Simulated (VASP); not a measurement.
**Fe: single point with PBEsol+U**

The system is Fe.

```
Fe
1.0
    -1.43571    1.43571    1.43571
     1.43571   -1.43571    1.43571
     1.43571    1.43571   -1.43571
Fe
1
Direct
  0.00000 0.00000 0.00000
```

```
Program             : VASP 6.6.1
Task                : single point
Functional          : PBEsol
Potentials or basis : VASP PAW PBE potentials, release 64 (Fe)
Cutoff              : 520 eV
k mesh              : 14 × 14 × 14
Occupations         : fermi-dirac, width 0.05 eV
Spin                : collinear spin, ferromagnetic start
Starting moments    : [4.0] μB
Hubbard terms       : Fe d U = 6.3 eV
```

```yaml
Pressure: 11.6 GPa
Net_moment: 3.02 μB per cell
Site_moments: Fe +3.16 μB
Valence_electrons_inside_the_program's_atomic_spheres: Fe 7.24
```

Levels at points of the mesh, in eV from the Fermi level:
Spin up:
```tsv
k point	band 3	band 4	band 5	band 6	band 7	band 8	band 9	band 10
(0.00, 0.00, 0.00)	-6.00	-6.00	-4.79	-4.79	24.11	24.11	24.11	24.94
(0.50, 0.00, 0.00)	-4.74	-4.65	-3.53	-0.05	4.80	17.47	18.17	18.85
(0.50, 0.50, 0.50)	-3.77	-3.77	-3.77	8.99	8.99	8.99	11.56	11.56
```
Spin down:
```
           k point  band 1  band 2  band 3  band 4  band 5  band 6  band 7  band 8
(0.00, 0.00, 0.00)   -8.62    0.50    0.51    0.51    3.48    3.48   23.70   23.70
(0.50, 0.00, 0.00)   -2.99   -0.80    0.02    3.08    3.45    3.78    8.73   17.41
(0.50, 0.50, 0.50)   -1.43   -1.43    3.15    3.15    3.15    9.35    9.35    9.35
```

Eigenvalues of the final occupation matrices:
| site | spin | trace | eigenvalues |
| --- | --- | --- | --- |
| site 1 d | 1 | 4.77 | 0.95 0.95 0.95 0.96 0.96 |
| site 1 d | 2 | 1.45 | 0.18 0.18 0.36 0.36 0.36 |

Run time: 29 s on 1 thread of AMD EPYC 7R13 Processor (Zen 3), with other jobs on the host, peak memory 0.11 GiB.

Caveat: the PAW data sets were made with another functional, which shifts forces and pressure a little; the U is typed as a test and isn't derived for this compound. The state reached can hang on the start; a lower one may exist.
